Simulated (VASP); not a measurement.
# K7Br8 (a cell with a defect) in VASP: further runs

K7Br8 (a cell with a defect) is run at these levels: LDA; tasks: single point.

All numbers are computed with VASP 6.6.1; they aren't measurements. Logs are shortened: lines on timing, memory, paths and dates and some standing lists are left out, and cuts for length are marked.

**1. The cell of the first run**

The cell holds a defect, 15 atoms: a = 9.010 Å, b = 9.010 Å, c = 9.010 Å, α = 60.00°, β = 60.00°, γ = 60.00°.

**2. Single point, LDA**

Input file INCAR:

```
  PREC = Accurate
  ENCUT = 520
  EDIFF = 1E-6
  ISMEAR = 0
  SIGMA = 0.02
  LREAL = Auto
  LASPH = T
  NELM = 80
  ALGO = Normal
  ISIF = 2
  LWAVE = F
  LCHARG = F
  NBANDS = 72
  NELECT = 120.0
```

Input file KPOINTS:

```
Automatic mesh
0
Gamma
  2 2 2
```

Input file POSCAR:

```
K7Br8
1.0
    0.0000000000      6.3712539702     -6.3712539702
    6.3712539702      6.3712539702      0.0000000000
    6.3712539702      0.0000000000     -6.3712539702
K Br
7 8
Direct
    0.5000000023     -0.1091920057      0.5000000023
   -0.0270781075      0.0094214577      0.5163036218
    0.0270781075      0.4986469720      0.4836963829
    0.5163036218      0.0094214577     -0.0270781075
    0.4836963829      0.4986469720      0.0270781075
    0.0000000785      0.0201271995      0.0000000785
    0.0000000000      0.4683563101      0.0000000000
    0.2499095166      0.7754653987      0.2499095166
    0.2556353910      0.2270912456      0.2556355480
    0.7945927950      0.7429378145      0.2054072097
    0.7352206523      0.2387463295      0.2647793524
    0.2054072097      0.7429378145      0.7945927950
    0.2647793524      0.2387463295      0.7352206523
    0.7443645352      0.7383621061      0.7443645352
    0.7500905665      0.2752843488      0.7500905665
```

Potentials or basis: VASP PAW LDA potentials, release 64 (K_sv, Br).

Started as:

```console
cat potpaw_LDA.64/K_sv/POTCAR potpaw_LDA.64/Br/POTCAR > POTCAR
mpirun -np 1 vasp_std > vasp.out
```

OUTCAR:

```text
PREC = Accurate
   ENCUT = 520
   EDIFF = 1E-6
   ISMEAR = 0
   LREAL = Auto
   LASPH = T
   NELM = 80
   ISIF = 2
   NELECT = 120.0

 ion  position               nearest neighbor table
   1  0.500  0.891  0.500-  10 2.97  12 2.97  14 3.22   9 3.22
   2  0.973  0.009  0.516-  11 3.12  14 3.19  15 3.20   8 3.20   9 3.20  12 3.26
   3  0.027  0.499  0.484-  13 3.12   9 3.19   8 3.20  15 3.20  14 3.20  10 3.26
   4  0.516  0.009  0.973-  13 3.12  14 3.19  15 3.20   8 3.20   9 3.20  10 3.26
   5  0.484  0.499  0.027-  11 3.12   9 3.19   8 3.20  15 3.20  14 3.20  12 3.26
   6  0.000  0.020  0.000-  11 3.09  13 3.09  12 3.11  10 3.11   8 3.18  15 3.18
   7  0.000  0.468  0.000-  10 3.09  12 3.09  11 3.16  13 3.16  14 3.26   9 3.26
   8  0.250  0.775  0.250-   6 3.18   5 3.20   3 3.20   2 3.20   4 3.20
   9  0.256  0.227  0.256-   3 3.19   5 3.19   2 3.20   4 3.20   1 3.22   7 3.26
  10  0.795  0.743  0.205-   1 2.97   7 3.09   6 3.11   3 3.26   4 3.26
  11  0.735  0.239  0.265-   6 3.09   2 3.12   5 3.12   7 3.16
  12  0.205  0.743  0.795-   1 2.97   7 3.09   6 3.11   5 3.26   2 3.26
  13  0.265  0.239  0.735-   6 3.09   4 3.12   3 3.12   7 3.16
  14  0.744  0.738  0.744-   2 3.19   4 3.19   3 3.20   5 3.20   1 3.22   7 3.26
  15  0.750  0.275  0.750-   6 3.18   4 3.20   2 3.20   5 3.20   3 3.20

  LATTYP: Found a face centered cubic cell.
 ALAT       =    12.7425079404

  Lattice vectors:

 A1 = (   0.0000000000,   6.3712539702,  -6.3712539702)
 A2 = (   6.3712539702,   6.3712539702,   0.0000000000)
 A3 = (   6.3712539702,   0.0000000000,  -6.3712539702)

Analysis of symmetry for initial positions (statically):
=====================================================================
 Subroutine PRICEL returns:
 Original cell was already a primitive cell.

 Routine SETGRP: Setting up the symmetry group for a
 face centered cubic supercell.

 Subroutine GETGRP returns: Found  4 space group operations
 (whereof  4 operations were pure point group operations)
 out of a pool of 48 trial point group operations.

The static configuration has the point symmetry C_2v.

Analysis of symmetry for dynamics (positions and initial velocities):
=====================================================================
 Subroutine PRICEL returns:
 Original cell was already a primitive cell.

 Routine SETGRP: Setting up the symmetry group for a
 face centered cubic supercell.

 Subroutine GETGRP returns: Found  4 space group operations
 (whereof  4 operations were pure point group operations)
 out of a pool of 48 trial point group operations.

The dynamic configuration has the point symmetry C_2v.

 Subroutine INISYM returns: Found  4 space group operations
 (whereof  4 operations are pure point group operations),
 and found     1 'primitive' translations

----------------------------------------------------------------------------------------

                                     Primitive cell

  volume of cell :     517.2551

  direct lattice vectors                    reciprocal lattice vectors
     0.000000000  6.371253970 -6.371253970    -0.078477487  0.078477487 -0.078477487
     6.371253970  6.371253970  0.000000000     0.078477487  0.078477487  0.078477487
     6.371253970  0.000000000 -6.371253970     0.078477487 -0.078477487 -0.078477487

  length of vectors
     9.010313774  9.010313774  9.010313774     0.135926995  0.135926995  0.135926995

  position of ions in fractional coordinates (direct lattice)
     0.500000002  0.890807994  0.500000002
     0.972921892  0.009421458  0.516303622
     0.027078108  0.498646972  0.483696383
     0.516303622  0.009421458  0.972921892
     0.483696383  0.498646972  0.027078108
     0.000000079  0.020127200  0.000000079
     0.000000000  0.468356310  0.000000000
     0.249909517  0.775465399  0.249909517
     0.255635391  0.227091246  0.255635548
     0.794592795  0.742937815  0.205407210
     0.735220652  0.238746330  0.264779352
     0.205407210  0.742937815  0.794592795
     0.264779352  0.238746330  0.735220652
     0.744364535  0.738362106  0.744364535
     0.750090566  0.275284349  0.750090566

  ion indices of the primitive-cell ions
   primitive index   ion index
                 1           1
                 2           2
                 3           3
                 4           4
                 5           5
                 6           6
                 7           7
                 8           8
                 9           9
                10          10
                11          11
                12          12
                13          13
                14          14
                15          15

----------------------------------------------------------------------------------------

 KPOINTS: Automatic mesh

Automatic generation of k-mesh.
 Grid dimensions read from file:
 generate k-points for:    2    2    2

 Generating k-lattice:

  Cartesian coordinates                     Fractional coordinates (reciprocal lattice)
    -0.039238743  0.039238743 -0.039238743     0.500000000  0.000000000  0.000000000
     0.039238743  0.039238743  0.039238743     0.000000000  0.500000000  0.000000000
     0.039238743 -0.039238743 -0.039238743     0.000000000  0.000000000  0.500000000

  Length of vectors
     0.067963497  0.067963497  0.067963497

  Shift w.r.t. Gamma in fractional coordinates (k-lattice)
     0.000000000  0.000000000  0.000000000

 Subroutine IBZKPT returns following result:
 ===========================================

 Found      5 irreducible k-points:

 Following reciprocal coordinates:
            Coordinates               Weight
  0.000000  0.000000  0.000000      1.000000
  0.500000  0.000000  0.000000      2.000000
  0.000000  0.500000  0.000000      2.000000
  0.500000  0.500000  0.000000      2.000000
  0.500000  0.000000  0.500000      1.000000
   k-points           NKPTS =      5   k-points in BZ     NKDIM =      5   number of bands    NBANDS=     72
   number of dos      NEDOS =    301   number of ions     NIONS =     15
   total plane-waves  NPLWV = 343000
   dimension x,y,z NGX =    70 NGY =   70 NGZ =   70
   dimension x,y,z NGXF=   140 NGYF=  140 NGZF=  140
   ions per type =               7   8
   NGX,Y,Z   is equivalent  to a cutoff of  12.92, 12.92, 12.92 a.u.
   NGXF,Y,Z  is equivalent  to a cutoff of  25.83, 25.83, 25.83 a.u.
 SYSTEM =  unknown system
   PREC   = accura    normal or accurate (medium, high low for compatibility)
   ISTART =      0    job   : 0-new  1-cont  2-samecut
   ICHARG =      2    charge: 1-file 2-atom 10-const
   ISPIN  =      1    spin polarized calculation?
   LNONCOLLINEAR =      F non collinear calculations
   LSORBIT =      F    spin-orbit coupling
   LASPH  =      T    aspherical Exc in radial PAW
   ENCUT  =  520.0 eV  38.22 Ry    6.18 a.u.  16.75 16.75 16.75*2*pi/ulx,y,z
   NELM   =     80;   NELMIN=  2; NELMDL= -5     # of ELM steps
   EDIFF  = 0.1E-05   stopping-criterion for ELM
   LREAL  =      T    real-space projection
   EDIFFG = 0.1E-04   stopping-criterion for IOM
   NSW    =      0    number of steps for IOM
[... 5 lines left out ...]
   TEBEG  =    0.0;   TEEND  =   0.0 temperature during run
   PSTRESS=    0.0 pullay stress
   NELECT =     120.0000    total number of electrons
   NUPDOWN=      -1.0000    fix difference up-down
   EMIN   =  10.00;   EMAX   =-10.00  energy-range for DOS
   EFERMI =   0.00;   METHOD = LEGACY
   ISMEAR =     0;   SIGMA  =   0.02  broadening in eV -4-tet -1-fermi 0-gaus
   EFERMI_NEDOS =   21; number of points for ismear=-14 and -15
   IALGO  =     38    algorithm
   IMIX   =      4    mixing-type and parameters
     AMIX     =   0.40;   BMIX     =  1.00
     AMIX_MAG =   1.60;   BMIX_MAG =  1.00
  volume/ion in A,a.u.               =      34.48       232.71
  Fermi-wavevector in a.u.,A,eV,Ry     =   1.005928  1.900929 13.767621  1.011892
  Thomas-Fermi vector in A             =   2.138639
   LORBIT       =      0    0 simple, 1 ext, 2 COOP (PROOUT), +10 PAW based schemes
   GGA     = CA    functional components
   LHFCALC =     F    Hartree Fock is set to
   AEXX    =    0.0000 exact exchange contribution
   IVDW    =     0    specifies the selected vdW correction
   LEPSILON=     F    determine dielectric tensor
   LRPA    =     F    only Hartree local field effects (RPA)
 non-spin polarized calculation
 Gauss-broadening in eV      SIGMA  =   0.02
  energy-cutoff  :      520.00
  volume of cell :      517.26
 maximum number of plane-waves:     13960
 NGX is ok and might be reduce to    70
   NGX = 33   NGY = 33   NGZ = 33

 number of electron     119.9999999 magnetization

 Free energy of the ion-electron system (eV)
  ---------------------------------------------------
  ext. energy  EPLUGINS =         0.00000000
  ---------------------------------------------------
  free energy    TOTEN  =       -49.78589531 eV

  energy without entropy =      -49.78589531  energy(sigma->0) =      -49.78589531

 E-fermi :  -1.3080     XC(G=0):  -8.0844

 val. band max:       -1.4979789974   @ k =   0.0000   0.0000   0.0000
 cond. band min:       2.5770684700   @ k =   0.0000   0.0000   0.0000
 fundamental gap:      4.0750474675
 Fermi energy:        -1.3079802570

 k-point     1 :       0.0000    0.0000    0.0000
  band No.  band energies     occupation
      1     -29.2934      2.00000
      2     -29.1919      2.00000
      3     -29.1882      2.00000
      4     -29.1860      2.00000
      5     -29.1831      2.00000
      6     -29.0722      2.00000
[... 64 lines left out ...]
     71       5.4668      0.00000
     72       5.6406      0.00000
[... 298 lines left out ...]
     71       5.4290      0.00000
     72       5.5195      0.00000

------------------------ aborting loop because EDIFF is reached ----------------------------------------

  FORCE on cell =-STRESS in cart. coord.  units (eV):
  Direction    XX          YY          ZZ          XY          YZ          ZX
  --------------------------------------------------------------------------------------
  -------------------------------------------------------------------------------------
  Total        5.4174639      5.4174639      3.1458388     -1.0387128      0.0000000      0.0000000
  in kB       16.7803826     16.7803826      9.7441126     -3.2173722      0.0000000      0.0000000
  external PRESSURE =      14.4349593 kB  Pullay stress =       0.0000000 kB

 VOLUME and BASIS-vectors are now :
 -----------------------------------------------------------------------------
  energy-cutoff  :      520.00
  volume of cell :      517.26
      direct lattice vectors                 reciprocal lattice vectors
     0.000000000  6.371253970 -6.371253970    -0.078477487  0.078477487 -0.078477487
     6.371253970  6.371253970  0.000000000     0.078477487  0.078477487  0.078477487
     6.371253970  0.000000000 -6.371253970     0.078477487 -0.078477487 -0.078477487

 POSITION                                       TOTAL-FORCE (eV/Angst)
 -----------------------------------------------------------------------------------
      8.86119      8.86119     -6.37125         0.346020      0.346020      0.000000
      3.34953      6.25876     -9.48823        -0.023160      0.004189     -0.038644
      6.25876      3.34953     -3.25427         0.004189     -0.023160      0.038644
      6.25876      3.34953     -9.48823         0.004189     -0.023160     -0.038644
      3.34953      6.25876     -3.25427        -0.023160      0.004189      0.038644
      0.12824      0.12824     -0.00000        -0.061770     -0.061770     -0.000000
      2.98402      2.98402      0.00000        -0.009901     -0.009901      0.000000
      6.53292      6.53292     -3.18447        -0.030350     -0.030350      0.031845
      3.07558      3.07557     -3.25744         0.007082      0.007082      0.015509
      6.04215      9.79600     -6.37125        -0.007561     -0.088360      0.000000
      3.20809      6.20539     -6.37125        -0.029307     -0.064642      0.000000
      9.79600      6.04215     -6.37125        -0.088360     -0.007561      0.000000
      6.20539      3.20809     -6.37125        -0.064642     -0.029307      0.000000
      9.44683      9.44683     -9.48507         0.007082      0.007082     -0.015509
      6.53292      6.53292     -9.55803        -0.030350     -0.030350     -0.031845
 -----------------------------------------------------------------------------------
    total drift:                                0.003568      0.004247      0.001683

  FREE ENERGIE OF THE ION-ELECTRON SYSTEM (eV)
  ---------------------------------------------------
  free  energy   TOTEN  =       -49.7858953129 eV

  energy  without entropy=      -49.7858953129  energy(sigma->0) =      -49.78589531
```

Wall time 5 min (1 thread of Intel Xeon Platinum 8488C (Sapphire Rapids), shared host); peak memory 0.55 GiB.

What came out:

- Free energy: -49.7859 eV
- Largest force: 0.489 eV/Å

Forces in eV/Å, atoms in the order of the input:
```
K    0.346  0.346  0.000
K   -0.023  0.004 -0.039
K    0.004 -0.023  0.039
K    0.004 -0.023 -0.039
K   -0.023  0.004  0.039
K   -0.062 -0.062  0.000
K   -0.010 -0.010  0.000
Br  -0.030 -0.030  0.032
Br   0.007  0.007  0.016
Br  -0.008 -0.088  0.000
Br  -0.029 -0.065  0.000
Br  -0.088 -0.008  0.000
Br  -0.065 -0.029  0.000
Br   0.007  0.007 -0.016
Br  -0.030 -0.030 -0.032
```

Caveat: the k points lie up to 0.43 Å⁻¹ apart; the cell carries a net charge on a neutralising background, which shifts energy and pressure; the cell is charged against a uniform background, so pressure and absolute levels hang on convention.

[end of part 1 of 2]
